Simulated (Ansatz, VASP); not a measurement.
# SrB2 in VASP and in Ansatz

```
CELL_PARAMETERS angstrom
3.30448 0.00000 0.00000
-1.65224 2.86177 0.00000
0.00000 0.00000 4.41060
ATOMIC_POSITIONS crystal
Sr 0.00000 0.00000 0.50000
B 0.33333 0.66667 0.00000
B 0.66667 0.33333 0.00000
```

Change from the starting cell: species swapped into the CrTe2 type (P-3m1, No. 164).

Alike in both runs: functional PBE; k mesh 6 × 6 × 4; occupations gaussian, width 0.1 eV; no spin polarisation.

Ansatz relaxed the structure, and its values are those at the end. VASP's run is a single point on that final structure, the one shown.

|  | VASP | Ansatz |
| --- | --- | --- |
| version | VASP 6.6.1 | Ansatz 0.2.0 |
| potentials or method | VASP PAW PBE potentials, release 64 (Sr_sv, B), cutoff 520 eV | scalar-relativistic, plane waves, PAW |
| valence electrons in the cell | 16 | 16 |

```csv
,VASP,Ansatz,Ansatz less VASP
gap on the k mesh at the Fermi level (eV),none,none,-
pressure (GPa),0.2,-0.2,-0.42
```

A gap of «none» marks a metal or a gap that the smearing closes.

The k mesh is coarse, so the values compare programs but aren't converged.
